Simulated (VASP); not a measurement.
# Re (P6_3/mmc) in VASP: further runs, part 3 of 3

VASP 6.6.1. Earlier steps stand in the parts before.

### 5 Single point, LDA (13.19 Å³/atom)

This run uses another cell than the first one, of 13.19 Å³/atom.

INCAR reads:

```
SYSTEM = Re
PREC     = Accurate       ! precision mode
ENCUT    = 560            ! plane-wave cutoff, eV
EDIFF    = 1E-6           ! SCF threshold, eV
ISMEAR   = -1             ! smearing method
SIGMA    = 0.1            ! smearing width, eV
LREAL    = .FALSE.        ! projectors in reciprocal space
LASPH    = .TRUE.         ! aspherical terms in the spheres
NELM     = 120            ! most SCF steps
ALGO     = Normal         ! electronic algorithm
ISIF     = 2              ! what is computed and relaxed
LWAVE    = .FALSE.        ! write WAVECAR
LCHARG   = .FALSE.        ! write CHGCAR
NBANDS   = 22             ! bands
GGA_COMPAT= .FALSE.
```

KPOINTS reads:

```
regular mesh
0
G
  22 22 12
  0 0 0
```

POSCAR reads:

```
Re
1.0
    2.6641036422      0.0000000000      0.0000000000
   -1.3320518211      2.3071814324      0.0000000000
    0.0000000000      0.0000000000      4.2909323696
Re
2
Direct
    0.3333333333      0.6666666667      0.2500000000
    0.6666666667      0.3333333333      0.7500000000
```

Potentials or basis: VASP PAW LDA potentials, release 64 (Re_sv_GW).

On the command line:

```console
cat potpaw_LDA.64/Re_sv_GW/POTCAR > POTCAR
mpirun -np 1 vasp_std > vasp.out
```

OUTCAR:

```text
SYSTEM = Re
   PREC = Accurate
   ENCUT = 560
   EDIFF = 1E-6
   ISMEAR = -1
   LREAL = .FALSE.
   LASPH = .TRUE.
   NELM = 120
   ISIF = 2

 ion  position               nearest neighbor table
   1  0.333  0.667  0.250-   2 2.64   2 2.64   2 2.64   2 2.64   2 2.64   2 2.64
   2  0.667  0.333  0.750-   1 2.64   1 2.64   1 2.64   1 2.64   1 2.64   1 2.64

  LATTYP: Found a hexagonal cell.
 ALAT       =     2.6641036422
 C/A-ratio  =     1.6106476871

  Lattice vectors:

 A1 = (   2.6641036422,   0.0000000000,   0.0000000000)
 A2 = (  -1.3320518211,   2.3071814324,   0.0000000000)
 A3 = (   0.0000000000,   0.0000000000,   4.2909323696)

Analysis of symmetry for initial positions (statically):
=====================================================================
 Subroutine PRICEL returns:
 Original cell was already a primitive cell.

 Routine SETGRP: Setting up the symmetry group for a
 hexagonal supercell.

 Subroutine GETGRP returns: Found 24 space group operations
 (whereof 12 operations were pure point group operations)
 out of a pool of 24 trial point group operations.

The static configuration has the point symmetry D_3d.
 The point group associated with its full space group is D_6h.

Analysis of symmetry for dynamics (positions and initial velocities):
=====================================================================
 Subroutine PRICEL returns:
 Original cell was already a primitive cell.

 Routine SETGRP: Setting up the symmetry group for a
 hexagonal supercell.

 Subroutine GETGRP returns: Found 24 space group operations
 (whereof 12 operations were pure point group operations)
 out of a pool of 24 trial point group operations.

The dynamic configuration has the point symmetry D_3d.
 The point group associated with its full space group is D_6h.

 Subroutine INISYM returns: Found 24 space group operations
 (whereof 12 operations are pure point group operations),
 and found     1 'primitive' translations

----------------------------------------------------------------------------------------

                                     Primitive cell

  volume of cell :      26.3745

  direct lattice vectors                    reciprocal lattice vectors
     2.664103642  0.000000000  0.000000000     0.375360772  0.216714643  0.000000000
    -1.332051821  2.307181432  0.000000000     0.000000000  0.433429286  0.000000000
     0.000000000  0.000000000  4.290932370     0.000000000  0.000000000  0.233049583

  length of vectors
     2.664103642  2.664103642  4.290932370     0.433429286  0.433429286  0.233049583

  position of ions in fractional coordinates (direct lattice)
     0.333333333  0.666666667  0.250000000
     0.666666667  0.333333333  0.750000000

  ion indices of the primitive-cell ions
   primitive index   ion index
                 1           1
                 2           2

----------------------------------------------------------------------------------------

 KPOINTS: regular mesh

Automatic generation of k-mesh.
 Grid dimensions read from file:
 generate k-points for:   22   22   12

 Generating k-lattice:

  Cartesian coordinates                     Fractional coordinates (reciprocal lattice)
     0.017061853  0.009850666  0.000000000     0.045454545  0.000000000  0.000000000
     0.000000000  0.019701331  0.000000000     0.000000000  0.045454545  0.000000000
     0.000000000  0.000000000  0.019420799     0.000000000  0.000000000  0.083333333

  Length of vectors
     0.019701331  0.019701331  0.019420799

  Shift w.r.t. Gamma in fractional coordinates (k-lattice)
     0.000000000  0.000000000  0.000000000

 Subroutine IBZKPT returns following result:
 ===========================================

 Found    364 irreducible k-points:

 Following reciprocal coordinates:
            Coordinates               Weight
  0.000000  0.000000  0.000000      1.000000
  0.045455 -0.000000  0.000000      6.000000
  0.090909 -0.000000  0.000000      6.000000
  0.136364  0.000000  0.000000      6.000000
  0.181818 -0.000000  0.000000      6.000000
  0.227273  0.000000  0.000000      6.000000
[... 16 lines left out ...]
  0.090909  0.090909  0.000000      6.000000
  0.136364  0.090909  0.000000     12.000000
 [... further k-points ...]
   k-points           NKPTS =    364   k-points in BZ     NKDIM =    364   number of bands    NBANDS=     22
   number of dos      NEDOS =    301   number of ions     NIONS =      2
   total plane-waves  NPLWV =  20736
   dimension x,y,z NGX =    24 NGY =   24 NGZ =   36
   dimension x,y,z NGXF=    48 NGYF=   48 NGZF=   72
   ions per type =               2
   NGX,Y,Z   is equivalent  to a cutoff of  14.98, 14.98, 13.95 a.u.
   NGXF,Y,Z  is equivalent  to a cutoff of  29.95, 29.95, 27.90 a.u.
 SYSTEM =  Re
   PREC   = accura    normal or accurate (medium, high low for compatibility)
   ISTART =      0    job   : 0-new  1-cont  2-samecut
   ICHARG =      2    charge: 1-file 2-atom 10-const
   ISPIN  =      1    spin polarized calculation?
   LNONCOLLINEAR =      F non collinear calculations
   LSORBIT =      F    spin-orbit coupling
   LASPH  =      T    aspherical Exc in radial PAW
   ENCUT  =  560.0 eV  41.16 Ry    6.42 a.u.   5.14  5.14  8.28*2*pi/ulx,y,z
   NELM   =    120;   NELMIN=  2; NELMDL= -5     # of ELM steps
   EDIFF  = 0.1E-05   stopping-criterion for ELM
   LREAL  =      F    real-space projection
   EDIFFG = 0.1E-04   stopping-criterion for IOM
   NSW    =      0    number of steps for IOM
   IBRION =     -1    ionic relax: 0-MD 1-quasi-New 2-CG
   NFREE  =      0    steps in history (QN), initial steepest desc. (CG)
   ISIF   =      2    stress and relaxation
   ISYM   =      2    0-nonsym 1-usesym 2-fastsym
   POTIM  = 0.5000    time-step for ionic-motion
   TEBEG  =    0.0;   TEEND  =   0.0 temperature during run
   PSTRESS=    0.0 pullay stress
   NELECT =      30.0000    total number of electrons
   NUPDOWN=      -1.0000    fix difference up-down
   EMIN   =  10.00;   EMAX   =-10.00  energy-range for DOS
   EFERMI =   0.00;   METHOD = LEGACY
   ISMEAR =    -1;   SIGMA  =   0.10  broadening in eV -4-tet -1-fermi 0-gaus
   EFERMI_NEDOS =   21; number of points for ismear=-14 and -15
   IALGO  =     38    algorithm
   IMIX   =      4    mixing-type and parameters
     AMIX     =   0.40;   BMIX     =  1.00
     AMIX_MAG =   1.60;   BMIX_MAG =  1.00
  volume/ion in A,a.u.               =      13.19        88.99
  Fermi-wavevector in a.u.,A,eV,Ry     =   1.708915  3.229381 39.734314  2.920390
  Thomas-Fermi vector in A             =   2.787495
   LORBIT       =      0    0 simple, 1 ext, 2 COOP (PROOUT), +10 PAW based schemes
   GGA     = CA    functional components
   LHFCALC =     F    Hartree Fock is set to
   AEXX    =    0.0000 exact exchange contribution
   IVDW    =     0    specifies the selected vdW correction
   LEPSILON=     F    determine dielectric tensor
   LRPA    =     F    only Hartree local field effects (RPA)
 non-spin polarized calculation
  energy-cutoff  :      560.00
  volume of cell :       26.37
 maximum number of plane-waves:       808
 NGX is ok and might be reduce to    24
   NGX = 11   NGY = 11   NGZ = 17

 number of electron      29.9999997 magnetization

 Free energy of the ion-electron system (eV)
  ---------------------------------------------------
  ext. energy  EPLUGINS =         0.00000000
  ---------------------------------------------------
  free energy    TOTEN  =       -30.49111851 eV

  energy without entropy =      -30.44353852  energy(sigma->0) =      -30.46732851

 E-fermi :  14.7561     XC(G=0): -15.0812

 val. band max:       14.7518632053   @ k =   0.0909  -0.0000   0.0833
 cond. band min:      14.7653493227   @ k =   0.3182   0.2273   0.5000
 fundamental gap:      0.0134861174
 Fermi energy:        14.7561244194

 k-point     1 :       0.0000    0.0000    0.0000
  band No.  band energies     occupation
      1     -64.6531      2.00000
      2     -64.4460      2.00000
      3     -27.7102      2.00000
      4     -26.1707      2.00000
      5     -26.1707      2.00000
      6     -25.9177      2.00000
[... 14 lines left out ...]
     21      26.1882      0.00000
     22      28.2841      0.00000
[... 552 lines left out ...]
  band No.  band energies     occupation
      1     -64.5945      2.00000
      2     -64.4216      2.00000
      3     -27.5039      2.00000
      4     -26.5927      2.00000
      5     -26.4659      2.00000
      6     -26.2462      2.00000
[... 14 lines left out ...]
     21      26.0110      0.00000
     22      31.6756      0.00000

 [... further k-points ...]

------------------------ aborting loop because EDIFF is reached ----------------------------------------

  FORCE on cell =-STRESS in cart. coord.  units (eV):
  Direction    XX          YY          ZZ          XY          YZ          ZX
  --------------------------------------------------------------------------------------
  -------------------------------------------------------------------------------------
  Total        6.6958027      6.6958027      6.7562667     -0.0000000      0.0000000     -0.0000000
  in kB      406.7510643    406.7510643    410.4240792     -0.0000000      0.0000000     -0.0000000
  external PRESSURE =     407.9754026 kB  Pullay stress =       0.0000000 kB

 VOLUME and BASIS-vectors are now :
 -----------------------------------------------------------------------------
  energy-cutoff  :      560.00
  volume of cell :       26.37
      direct lattice vectors                 reciprocal lattice vectors
     2.664103642  0.000000000  0.000000000     0.375360772  0.216714643  0.000000000
    -1.332051821  2.307181432  0.000000000     0.000000000  0.433429286  0.000000000
     0.000000000  0.000000000  4.290932370     0.000000000  0.000000000  0.233049583

 POSITION                                       TOTAL-FORCE (eV/Angst)
 -----------------------------------------------------------------------------------
     -0.00000      1.53812      1.07273         0.000000     -0.000000      0.000000
      1.33205      0.76906      3.21820        -0.000000      0.000000      0.000000
 -----------------------------------------------------------------------------------
    total drift:                               -0.000000      0.000000     -0.000000

  FREE ENERGIE OF THE ION-ELECTRON SYSTEM (eV)
  ---------------------------------------------------
  free  energy   TOTEN  =       -30.4911185138 eV

  energy  without entropy=      -30.4435385162  energy(sigma->0) =      -30.46732851
```

Wall time 88 s (1 thread of Intel Xeon Platinum 8488C (Sapphire Rapids), shared host); peak memory 0.31 GiB.

What came out:

| Property | Result |
| --- | --- |
| Free energy | -30.4911 eV |
| Pressure | 40.8 GPa |
| Band gap on the k mesh | zero (bands 15 and 16 overlap by 4.25 eV) |

Stress tensor (GPa, compression positive):
```
40.68  0.00  0.00
 0.00 40.68  0.00
 0.00  0.00 41.04
```

Levels at points of the mesh, in eV from the Fermi level:
```tsv
k point	band 12	band 13	band 14	band 15	band 16	band 17	band 18	band 19
(0.00, 0.00, 0.00)	-1.94	-1.88	-0.94	-0.94	0.11	0.11	1.11	3.84
(0.50, 0.00, 0.00)	-2.37	-1.63	-1.49	-0.63	4.62	5.16	5.27	7.13
(0.00, 0.00, 0.50)	-2.66	-2.08	-2.08	-2.08	-2.08	2.95	2.95	2.95
(0.50, 0.00, 0.50)	-4.78	0.36	0.36	1.29	1.29	5.00	5.00	5.59
```

Caveat: the cell stands under pressure; spin-orbit coupling is left out, which moves the levels of the heavy elements.

### 6 Single point, LDA (13.76 Å³/atom)

This run uses another cell than the first one, of 13.76 Å³/atom.

INCAR reads:

```
SYSTEM = Re
PREC = Accurate ; ENCUT = 560
EDIFF = 1E-6 ; ISMEAR = -1
SIGMA = 0.1 ; LREAL = .FALSE.
LASPH = .TRUE. ; NELM = 120
ALGO = Normal ; ISIF = 2
LWAVE = .FALSE. ; LCHARG = .FALSE.
NBANDS = 22 ; GGA_COMPAT = .FALSE.
```

KPOINTS reads:

```
Automatic mesh
0
G
  22 22 12
  0 0 0
```

POSCAR reads:

```
Re
1.0
    2.7021674082      0.0000000000      0.0000000000
   -1.3510837041      2.3401456208      0.0000000000
    0.0000000000      0.0000000000      4.3522396864
Re
2
Direct
    0.3333333333      0.6666666667      0.2500000000
    0.6666666667      0.3333333333      0.7500000000
```

Potentials or basis: VASP PAW LDA potentials, release 64 (Re_sv_GW).

On the command line:

```console
cat potpaw_LDA.64/Re_sv_GW/POTCAR > POTCAR
mpirun -np 1 vasp_std > vasp.out
```

Wall time 1.9 min (1 thread of Intel Xeon Platinum 8375C at 2.90GHz (Ice Lake), shared host); peak memory 0.32 GiB.

Results (log left out):

| Item | Value |
| --- | --- |
| Free energy | -30.7106 eV |
| Pressure | 18.2 GPa |
| Band gap on the k mesh | zero (bands 15 and 16 overlap by 3.92 eV) |

Stress tensor (GPa, compression positive):
```
18.13  0.00  0.00
 0.00 18.13  0.00
 0.00  0.00 18.42
```

Levels at points of the mesh, in eV from the Fermi level:
```tsv
k point	band 11	band 12	band 13	band 14	band 15	band 16	band 17	band 18	band 19	band 20
(0.00, 0.00, 0.00)	-1.80	-1.80	-1.75	-0.86	-0.86	0.13	0.13	0.96	3.64	3.64
(0.50, 0.00, 0.00)	-5.72	-2.20	-1.65	-1.43	-0.61	4.35	4.85	4.96	6.71	7.75
(0.00, 0.00, 0.50)	-2.54	-2.54	-1.94	-1.94	-1.94	-1.94	2.78	2.78	2.78	2.78
(0.50, 0.00, 0.50)	-4.50	-4.50	0.37	0.37	1.17	1.17	4.70	4.70	5.27	5.27
```

Caveat: the cell stands under pressure; spin-orbit coupling is left out, which moves the levels of the heavy elements.

### 7 The runs side by side

```csv
task,cell,k mesh,smearing,gap on the mesh (eV),pressure (GPa)
single point,"a = 2.775, b = 2.775, c = 4.470 Å, angles 90.0, 90.0, 120.0°, 2 atoms",22 × 22 × 12,fermi-dirac 0.1 eV,none,-14.6
single point,"a = 2.739, b = 2.739, c = 4.412 Å, angles 90.0, 90.0, 120.0°, 2 atoms",13 × 13 × 7,fermi-dirac 0.03 eV,none,-0.3
relaxation of cell and atoms,"relaxed from a = 2.761, b = 2.761, c = 4.458 Å, angles 90.0, 90.0, 120.0°, 2 atoms",13 × 13 × 7,fermi-dirac 0.1 eV,none,0.0
single point,"a = 2.664, b = 2.664, c = 4.291 Å, angles 90.0, 90.0, 120.0°, 2 atoms",22 × 22 × 12,fermi-dirac 0.1 eV,none,40.8
single point,"a = 2.702, b = 2.702, c = 4.352 Å, angles 90.0, 90.0, 120.0°, 2 atoms",22 × 22 × 12,fermi-dirac 0.1 eV,none,18.2
```

Alike in all rows: level LDA; potentials or basis VASP PAW LDA potentials, release 64 (Re_sv_GW); no spin polarisation; cutoff (eV) 560.

Caveats: spin-orbit coupling is left out, which moves the levels of the heavy elements; the cell stands under pressure (at least some runs); the cell stands under tension (at least some runs).

Absolute energies hang on the potentials; compare differences alone.

The gap in the log of VASP goes by the Fermi energy; the results here count the filled bands.